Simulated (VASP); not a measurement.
A run of VASP 6.6.1 is set up as follows.

File INCAR:

```
SYSTEM = WSe2
ALGO = Normal ; EDIFF = 1E-7
ENCUT = 520 ; GGA = PS
ISIF = 2 ; ISMEAR = 0
LASPH = .TRUE. ; LCHARG = .TRUE.
LELF = .TRUE. ; LREAL = .FALSE.
LVHAR = .TRUE. ; LWAVE = .FALSE.
NBANDS = 35 ; NELM = 60
PREC = Accurate ; SIGMA = 0.05
```

KPOINTS

```
k-points
0
G
  12 12 2
  0 0 0
```

POSCAR

```
WSe2
1.0
    2.9026699849      0.0000000000      0.0000000000
   -1.4513349924      3.1510837911      0.0000000000
    0.0000000000      0.0000000000     23.9834862109
W Se
2 4
Direct
    0.6666666667      0.3333333333      0.1376486583
    0.3333333333      0.6666666667      0.8623513417
    0.3333333333      0.6666666667      0.2073654518
    0.6666666667      0.3333333333      0.9321646899
    0.3333333333      0.6666666667      0.0678353101
    0.6666666667      0.3333333333      0.7926345482
```

Potentials or basis: VASP PAW PBE potentials, release 64 (W_sv, Se).

Command:

```console
$ cat potpaw_PBE.64/W_sv/POTCAR potpaw_PBE.64/Se/POTCAR > POTCAR
$ mpirun -np 1 vasp_std > vasp.out
```

Problem. What does it give for the largest force?

Solution. 1.182 eV/Å.

Problem. What does it give for the band gap on the k mesh?

Solution. 0.39 eV (least direct gap 1.21 eV).

Forces on the atoms (eV/Å):
```
W    0.000 -1.182 -0.014
W    0.000  1.182  0.014
Se   0.000  0.597  0.175
Se   0.000 -0.595  0.164
Se   0.000  0.595 -0.164
Se   0.000 -0.597 -0.175
```

Caveat: the cell differs from its parent crystal (strain -0.1125 x Voigt [1, -1, 0, 0, 0, 0]); the PAW data sets were made with another functional, which shifts forces and pressure a little; spin-orbit coupling is left out, which moves the levels of the heavy elements.
